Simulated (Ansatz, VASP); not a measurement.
Two plane-wave programs on NbC4

```
Nb C
1.0
     4.17769    0.00000    0.00000
     0.00000    4.17769    0.00000
     0.00000    0.00000    4.17769
Nb C
1 4
Direct
  0.00000 0.00000 0.00000
  0.50000 0.00000 0.00000
  0.00000 0.50000 0.00000
  0.00000 0.00000 0.50000
  0.50000 0.50000 0.50000
```

Alike in both runs: functional PBE; k mesh 6 × 6 × 6; occupations gaussian, width 0.1 eV; no spin polarisation.

Ansatz relaxed the structure, and its values are those at the end. VASP's run is a single point on that final structure, the one shown.

|  | VASP | Ansatz |
| --- | --- | --- |
| version | VASP 6.6.1 | Ansatz 0.2.0 |
| potentials or method | VASP PAW PBE potentials, release 64 (Nb_sv, C), cutoff 520 eV | scalar-relativistic, plane waves, PAW |
| valence electrons in the cell | 29 | 29 |

```csv
,VASP,Ansatz,Ansatz less VASP
gap on the k mesh at the Fermi level (eV),none,none,-
pressure (GPa),-0.2,0.0,+0.28
```

A gap of «none» marks a metal or a gap that the smearing closes.
